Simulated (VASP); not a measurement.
Here is a VASP 6.6.1 calculation.

File POSCAR:

```
SiW
1.0
    0.0000000000      2.7631810472      2.7631810472
    2.7631810472      0.0000000000      2.7631810472
    2.7631810472      2.7631810472      0.0000000000
W Si
1 1
Direct
    0.0000000000      0.0000000000      0.0000000000
    0.2500000000      0.2500000000      0.2500000000
```

INCAR.step1

```
ALGO = Normal
EDIFF = 1E-4
ENCUT = 520
GGA = PE
ISMEAR = 0
LASPH = T
LCHARG = F
LREAL = F
LWAVE = T
NBANDS = 16
NELM = 100
PREC = Accurate
SIGMA = 0.1
```

Contents of INCAR.step2:

```
ALGO = Normal
EDIFF = 1E-6
ENCUT = 520
ISIF = 2
ISMEAR = 0
ISTART = 1
LASPH = T
LCHARG = F
LMIXTAU = T
LREAL = F
LWAVE = F
METAGGA = R2SCAN
NBANDS = 16
NELM = 100
PREC = Accurate
SIGMA = 0.1
```

Contents of KPOINTS:

```
k-points
0
Gamma
  14 14 14
```

Potentials or basis: VASP PAW PBE potentials, release 64 (W_sv, Si).

Command:

```console
$ cat potpaw_PBE.64/W_sv/POTCAR potpaw_PBE.64/Si/POTCAR > POTCAR
$ cp INCAR.step1 INCAR
$ mpirun -np 1 vasp_std > vasp.out
$ cp INCAR.step2 INCAR
$ mpirun -np 1 vasp_std > vasp.out
```

Task: What does it give for the pressure?

Result: 1.9 GPa.

Task: Predict the band gap on the k mesh.

Result: Zero (bands 9 and 10 overlap by 0.76 eV).

Caveat: the PAW data sets were made with another functional, which shifts forces and pressure a little; spin-orbit coupling is left out, which moves the levels of the heavy elements.
